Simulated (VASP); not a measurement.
Input of a VASP 6.6.1 run:

Contents of INCAR:

```
PREC = Accurate ; ENCUT = 600
EDIFF = 1E-6 ; ISMEAR = 0
SIGMA = 0.1 ; LREAL = F
LASPH = T ; NELM = 80
ALGO = Fast ; ISIF = 3
LWAVE = F ; LCHARG = F
GGA = PE ; IBRION = 2
NSW = 100 ; EDIFFG = -0.01
```

KPOINTS

```
regular mesh
0
Gamma
  12 12 12
```

POSCAR

```
Ga2Te2S
1.0
   -2.1646033491      2.1646033491      6.8492431054
    2.1646033491     -2.1646033491      6.8492431054
    2.1646033491      2.1646033491     -6.8492431054
Ga Te S
2 2 1
Direct
    0.2500000000      0.7500000000      0.5000000000
    0.7500000000      0.2500000000      0.5000000000
    0.3793995012      0.3793995012      0.0000000000
    0.6206004988      0.6206004988      0.0000000000
    0.0000000000      0.0000000000      0.0000000000
```

Potentials or basis: VASP PAW PBE potentials, release 64 (Ga_d, Te, S).

Launch:

```console
$ cat potpaw_PBE.64/Ga_d/POTCAR potpaw_PBE.64/Te/POTCAR potpaw_PBE.64/S/POTCAR > POTCAR
$ mpirun -np 1 vasp_std > vasp.out
```

(1) Predict the band gap on the k mesh.

(2) Predict the space group after relaxing (to 0.1 Å).

## Answers

(1) zero (bands 22 and 23 overlap by 0.94 eV).

(2) I4/mmm (No. 139).

Caveat: spin-orbit coupling is left out, which moves the levels of the heavy elements.
